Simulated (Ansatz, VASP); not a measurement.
## FeO: VASP beside Ansatz

```
Fe O
1.0
     0.00000    2.15540    2.15540
     2.15540    0.00000    2.15540
     2.15540    2.15540    0.00000
Fe O
1 1
Direct
  0.00000 0.00000 0.00000
  0.50000 0.50000 0.50000
```

Alike in both runs: task single point; functional PBEsol; k mesh 8 × 8 × 8; occupations gaussian, width 0.05 eV; collinear spin; Hubbard terms Fe d U = 5.0 eV.

```csv
,VASP,Ansatz
version,VASP 6.6.1,Ansatz 0.2.0
potentials or method,"VASP PAW PBE potentials, release 64 (Fe, O), cutoff 520 eV","scalar-relativistic, plane waves, PAW"
valence electrons in the cell,14,22
```

```tsv
	VASP	Ansatz	Ansatz less VASP
gap on the k mesh at the Fermi level (eV)	none	none	-
pressure (GPa)	-8.8	19.6	+28.37
traceless stress, the component that is largest in VASP (GPa)	0.00	-9.73	-9.729
net moment per atom (μB)	2.00	2.00	0.000
size of the moment on the site where the two differ most (μB)	3.86	3.45	-0.408
```

VASP's potentials were made for PBE, not for PBEsol. Site moments also hang on the region over which each program counts them. The programs project onto different local orbitals, so the same U acts differently, and such runs can settle in different states. A gap of «none» marks a metal or a gap that the smearing closes. VASP's potentials hold 14 valence electrons a cell and Ansatz's 22, so a difference there can come from the potentials and not from the codes. Ansatz's warnings: filled band counts differ across k points, symmetry narrowed by occupation matrices.
